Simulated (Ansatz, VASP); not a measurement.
## One calculation of Pt, two programs

```
CELL_PARAMETERS angstrom
1.38927 0.80209 2.31673
-1.38927 0.80209 2.31673
0.00000 -1.60419 2.31673
ATOMIC_POSITIONS crystal
Pt 0.50000 0.50000 0.50000
```

Alike in both runs: task relaxation of cell and atoms; functional PBE; k mesh 24 × 24 × 24; occupations gaussian, width 0.1 eV; no spin polarisation.

|  | VASP | Ansatz |
| --- | --- | --- |
| version | VASP 6.6.1 | Ansatz 0.2.0 |
| potentials or method | VASP PAW PBE potentials, release 64 (Pt), cutoff 600 eV | scalar-relativistic, plane waves, PAW |
| valence electrons in the cell | 10 | 18 |

VASP gave:

```
gap on the k mesh at the Fermi level, each at its own relaxed structure (eV) : none
relaxed volume (Å³/atom)                                                     : 15.62
relaxed cell length with the largest relative difference (Å)                 : 2.806
```

Q: Which values does Ansatz return?

A: gap on the k mesh at the Fermi level, each at its own relaxed structure (eV): none; relaxed volume (Å³/atom): 15.64; relaxed cell length with the largest relative difference (Å): 2.808.

A gap of «none» marks a metal or a gap that the smearing closes. VASP's potentials hold 10 valence electrons a cell and Ansatz's 18, so a difference there can come from the potentials and not from the codes.

Neither program's run includes spin-orbit coupling.
